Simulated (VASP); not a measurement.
Set up this calculation in VASP 6.6.1, as the native input.

```yaml
Task: relaxation of cell and atoms
Functional: PBE
Potentials_or_basis: VASP PAW PBE potentials, release 64 (Ge_d, Sb, Te)
Cutoff: 500 eV
k_mesh: 4 × 4 × 2
Occupations: gaussian, width 0.2 eV
Spin: no spin polarisation
Dipole_correction: no
Further_INCAR_settings: ALGO = Normal; EDIFF = 1e-07; IBRION = 2; EDIFFG = -0.08; NSW = 36; ISIF = 3
```

The structure of Ge2Sb2Te lies in POSCAR:

```
Ge2Sb2Te
1.0
    4.4923754400      0.0000000000      0.0000000000
   -2.2461877200      3.8905112500      0.0000000000
    0.0000000000      0.0000000000      8.5748280800
Ge Sb Te
2 2 1
Direct
    0.0000000000      0.0000000000      0.8549686500
    0.0000000000      0.0000000000      0.1450313500
    0.3333333300      0.6666666700      0.5000000000
    0.6666666700      0.3333333300      0.5000000000
    0.0000000000      0.0000000000      0.5000000000
```

The cell was generated, and may not be a known phase.

One way to write it, as run:

INCAR

```
PREC = Accurate
ENCUT = 500
EDIFF = 1E-7
ISMEAR = 0
SIGMA = 0.2
LREAL = F
LASPH = T
NELM = 120
ALGO = Normal
ISIF = 3
LWAVE = F
LCHARG = F
GGA = PE
IBRION = 2
NSW = 36
EDIFFG = -0.08
GGA_COMPAT = F
NELMIN = 4
```

KPOINTS

```
Automatic mesh
0
Gamma
  4 4 2
```

Potentials or basis: VASP PAW PBE potentials, release 64 (Ge_d, Sb, Te).

Run with:

```bash
$ cat potpaw_PBE.64/Ge_d/POTCAR potpaw_PBE.64/Sb/POTCAR potpaw_PBE.64/Te/POTCAR > POTCAR
$ mpirun -np 1 vasp_std > vasp.out
```

It gave:

- Relaxed volume: 44.36 Å³/atom
- Relaxed cell: a = 5.565 Å, b = 5.565 Å, c = 8.269 Å, α = 90.00°, β = 90.00°, γ = 120.00°
- Space group after relaxing (to 0.1 Å): P6/mmm (No. 191)
- Energy gained by relaxing: 1413.5 meV/atom
- Ionic steps: 9
- Pressure after relaxing: 0.0 GPa
- Largest force after relaxing: 0.035 eV/Å
- Band gap on the k mesh: zero (bands 22 and 23 overlap by 0.44 eV)

Caveat: the k points lie up to 0.38 Å⁻¹ apart in the final cell; the volume moved by over 15 % at a fixed basis, so the end points are rough; semilocal functionals underestimate gaps, and a narrow one can read as zero; spin-orbit coupling is left out, which moves the levels of the heavy elements; the relaxation stopped at a loose force limit of 0.08 eV/Å, so its end isn't a converged minimum.

Wall time 9.9 min on 1 thread of Intel Xeon 8259CL, with other jobs on the host, peak memory 0.3 GiB.
